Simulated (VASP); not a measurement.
**Zr12B (a cell with a defect): single point with PBE**

The system is Zr12B (a cell with a defect).

```
Zr B
1.0
     6.46000    0.00000    0.00000
    -4.84500    8.39179    0.00000
     0.00000    0.00000    5.14539
Zr B
12 1
Cartesian
  0.2131 -0.2177 0.0929
  0.1338 1.7112 2.6277
  -1.3853 2.6759 0.0316
  -1.4994 4.6265 2.4592
  -3.2685 5.0468 -0.0985
  -3.0874 7.3282 2.7643
  3.3008 0.3246 -0.0804
  3.2479 2.1752 2.5756
  1.4341 2.8189 0.0358
  1.5327 4.7514 2.5038
  -0.1201 5.7390 -0.1604
  -0.0270 7.6238 2.4495
  -2.0458 6.7058 5.9729
```

```json
{"Program": "VASP 6.6.1", "Task": "single point", "Functional": "PBE", "Potentials or basis": "VASP PAW PBE potentials, release 64 (Zr_sv, B)", "Cutoff": "520 eV", "k mesh": "3 × 2 × 3", "Occupations": "gaussian, width 0.1 eV", "Spin": "no spin polarisation"}
```

```json
{"Pressure": "3.1 GPa", "Largest force": "0.989 eV/Å", "Band gap on the k mesh": "zero (an odd number of electrons rules out a gap without spin polarisation)"}
```

Forces on the atoms (eV/Å):
```
Zr   0.014 -0.004  0.305
Zr  -0.135  0.080  0.058
Zr  -0.047  0.004 -0.031
Zr  -0.066  0.128 -0.275
Zr   0.037  0.185 -0.229
Zr  -0.133  0.200  0.327
Zr   0.168 -0.255 -0.188
Zr  -0.134  0.004 -0.116
Zr   0.139 -0.182 -0.055
Zr  -0.049 -0.002 -0.218
Zr   0.042 -0.087 -0.320
Zr  -0.145 -0.068 -0.199
B    0.308 -0.003  0.940
```

Stress tensor (GPa, compression positive):
```
 4.19  1.80 -1.74
 1.80  2.94  1.11
-1.74  1.11  2.25
```

Levels at points of the mesh, in eV from the Fermi level:
| k point | band 70 | band 71 | band 72 | band 73 | band 74 | band 75 | band 76 | band 77 | band 78 | band 79 |
| --- | --- | --- | --- | --- | --- | --- | --- | --- | --- | --- |
| (0.00, 0.00, 0.00) | -0.25 | -0.18 | -0.04 | 0.07 | 0.22 | 0.28 | 0.45 | 0.53 | 0.79 | 0.94 |
| (0.00, 0.50, 0.00) | -0.24 | -0.08 | -0.08 | -0.03 | 0.20 | 0.37 | 0.45 | 0.48 | 0.68 | 0.76 |

Wall time 8.6 min on 1 thread of Intel Xeon 8259CL (shared host), peak memory 0.43 GiB.

Caveat: the k points lie up to 0.41 Å⁻¹ apart, too coarse for converged energies and pressures of a metal.
